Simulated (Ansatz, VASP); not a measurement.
## BaTiO3: VASP beside Ansatz

```
Ba Ti O
1.0
     3.98526    0.00000    0.00000
     0.00000    3.98526    0.00000
     0.00000    0.00000    4.20222
Ba Ti O
1 1 3
Cartesian
  0.0000 0.0000 -0.0450
  1.9926 1.9926 1.9837
  1.9926 1.9926 0.1718
  1.9926 0.0000 2.1868
  0.0000 1.9926 2.1868
```

Alike in both runs: functional PBE; k mesh 8 × 8 × 8; occupations gaussian, width 0.02 eV; no spin polarisation.

Ansatz relaxed the structure, and its values are those at the end. VASP's run is a single point on that final structure, the one shown.

|  | VASP | Ansatz |
| --- | --- | --- |
| version | VASP 6.6.1 | Ansatz 0.2.0 |
| potentials or method | VASP PAW PBE potentials, release 64 (Ba_sv, Ti_sv, O), cutoff 520 eV | scalar-relativistic, plane waves, PAW |
| valence electrons in the cell | 40 | 40 |

|  | VASP | Ansatz | Ansatz less VASP |
| --- | --- | --- | --- |
| gap on the k mesh at the Fermi level (eV) | 1.79 | 1.84 | +0.055 |
| least direct gap on the mesh (eV) | 2.36 | 2.39 | +0.035 |
| pressure (GPa) | 1.6 | 0.0 | -1.58 |
| rms of the force components (eV/Å) | 0.034 | 0.000 | -0.0334 |

The functional is the same, so the differences come from potentials, cutoffs and numerics.

Neither program's run includes spin-orbit coupling.
